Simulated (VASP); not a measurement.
Runs of VASP 6.6.1 on Tc. The structure is that of space group Fm-3m (No. 225), or close to it. The cells are those of the table. This isn't the form of Tc at room conditions, which is hcp.

```csv
task,level,cell,cutoff (eV),gap on the mesh (eV),pressure (GPa),relaxed volume (Å³/atom)
relaxation of cell and atoms,r2SCAN+D4,"relaxed from a = 2.758 Å, angles 60.0°, 1 atom",600,none,0.0,14.28
single point,PBEsol,"a = 2.712 Å, angles 60.0°, 1 atom",520,none,(a),-
single point,r2SCAN+D4,"a = 2.721 Å, angles 60.0°, 1 atom",520,none,0.4,-
relaxation of cell and atoms,r2SCAN,"relaxed from a = 2.758 Å, angles 60.0°, 1 atom",600,none,0.0,(b)
single point,r2SCAN,"a = 2.727 Å, angles 60.0°, 1 atom",520,none,0.3,-
relaxation of cell and atoms,PBEsol,"relaxed from a = 2.758 Å, angles 60.0°, 1 atom",600,none,0.0,14.08
```

Alike in all rows: potentials or basis VASP PAW PBE potentials, release 64 (Tc_pv); no spin polarisation; k mesh 10 × 10 × 10; smearing methfessel-paxton 0.1 eV.

**Question.** Fill in the values left out.

**Answer.** (a) -0.9; (b) 14.36.

Caveats: the PAW data sets were made with another functional, which shifts forces and pressure a little.

A k mesh can miss the band edges, and the runs leave out spin-orbit coupling on Tc.

A gap of «none» marks levels without a gap at the run's occupations.
